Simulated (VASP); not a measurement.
Set up this calculation in VASP 6.6.1, as the native input.

```
Task                   : single point
Functional             : PBE
Potentials or basis    : VASP PAW PBE potentials, release 64 (Cu, Si)
Cutoff                 : 400 eV
k mesh                 : 1 × 1 × 1, shifted
Occupations            : fermi-dirac, width 0.1336 eV
Spin                   : no spin polarisation
Dipole correction      : no
Mended                 : yes
Further INCAR settings : LREAL = Auto; ALGO = Normal; EDIFF = 1e-06; NBANDS = 81; ISYM = -1
```

The structure of Cu5Si3 lies in POSCAR:

```
Cu5Si3
1.0
    6.0333080000     -0.0687010000      0.0339860000
   -0.0687010000      6.3113540000     -0.0708020000
    0.0339860000     -0.0708020000      5.9927160000
Cu Si
10 6
Direct
    0.5591485443      0.3238265165      0.5731718878
    0.7316398574      0.5948064377      0.3696872959
    0.6883748191      0.1507626386      0.9193856658
    0.7630129091      0.8768537976      0.6319026708
    0.0944854082      0.1893047695      0.5916806295
    0.4630043988      0.6220584561      0.7789647157
    0.2722451992      0.9313513624      0.7404116954
    0.4014460589      0.3606317029      0.1867545367
    0.2571300280      0.7066053243      0.0744082064
    0.3226481504      1.0369223505      0.3116264238
    0.0097142548      0.6089772846      0.6280308730
    0.6634024561      0.8112015369      0.0945686889
    0.9808700925      0.4639644015      1.0063391552
    0.0195416791      0.0718781673      1.0394907709
    0.3530402545      0.6405690845      0.4306521694
    0.7911744164      0.2112379962      0.2903350032
```

One way to write it, as run:

INCAR

```
PREC = Accurate
ENCUT = 400
EDIFF = 1E-6
ISMEAR = -1
SIGMA = 0.1336
LREAL = Auto
LASPH = True
NELM = 120
ALGO = Normal
ISIF = 2
LWAVE = False
LCHARG = False
GGA = PE
NBANDS = 81
ISYM = -1
GGA_COMPAT = False
```

KPOINTS

```
explicit points
1
Reciprocal
  0.25000000   0.25000000   0.25000000 1
```

Potentials or basis: VASP PAW PBE potentials, release 64 (Cu, Si).

Launch:

```bash
$ cat potpaw_PBE.64/Cu/POTCAR potpaw_PBE.64/Si/POTCAR > POTCAR
$ mpirun -np 1 vasp_std > vasp.out
```

It gave:

```
Pressure      : 4.7 GPa
Largest force : 4.432 eV/Å
```

Caveat: the atoms stand as in a frame of molecular dynamics.

Run time: 42 s on 1 thread of Intel(R) Xeon(R) Platinum 8559C (Emerald Rapids) (shared host), peak memory 0.23 GiB.
